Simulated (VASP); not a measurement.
Write the native input for VASP 6.6.1 that does the following.

```
Task                   : relaxation of cell and atoms
Functional             : PBE
Potentials or basis    : VASP PAW PBE potentials, release 64 (Ir)
Cutoff                 : 600 eV
k mesh                 : 18 × 18 × 18
Occupations            : gaussian, width 0.1 eV
Spin                   : no spin polarisation
Target pressure        : -1 GPa
Dipole correction      : no
Further INCAR settings : ALGO = Normal; EDIFF = 1e-07; IBRION = 2; EDIFFG = -0.008; NSW = 70; ISIF = 3
```

The structure of Ir lies in POSCAR:

```
Ir
1.0
    0.0000000000      1.9415477454      1.9415477454
    1.9415477454      0.0000000000      1.9415477454
    1.9415477454      1.9415477454      0.0000000000
Ir
1
Direct
    0.0000000000      0.0000000000      0.0000000000
```

These files were run (other wordings do the same):

INCAR

```
  ALGO = Normal
  EDIFF = 1E-7
  EDIFFG = -0.008
  ENCUT = 600
  GGA = PE
  IBRION = 2
  ISIF = 3
  ISMEAR = 0
  LASPH = T
  LCHARG = F
  LREAL = F
  LWAVE = F
  NELM = 80
  NSW = 70
  PREC = Accurate
  PSTRESS = -10.0
  SIGMA = 0.1
```

KPOINTS

```
k-points
0
Gamma
  18 18 18
```

Potentials or basis: VASP PAW PBE potentials, release 64 (Ir).

The run is started by

```sh
$ cat potpaw_PBE.64/Ir/POTCAR > POTCAR
$ mpirun -np 1 vasp_std > vasp.out
```

It gave:

| Quantity | Value |
| --- | --- |
| Relaxed volume | 14.56 Å³/atom |
| Relaxed cell | a = 2.741 Å, b = 2.741 Å, c = 2.741 Å, α = 60.00°, β = 60.00°, γ = 60.00° |
| Space group after relaxing (to 0.05 Å) | Fm-3m (No. 225) |
| Energy change on relaxing (the enthalpy is what falls) | -0.9 meV/atom |
| Ionic steps | 3 |
| Pressure after relaxing | -1.0 GPa |

Caveat: the cell is relaxed towards a set pressure, so the enthalpy falls and the energy may rise.

It took 19 s on 1 thread of Intel(R) Xeon(R) 6975P-C (Granite Rapids), on a shared host, peak memory 0.17 GiB.
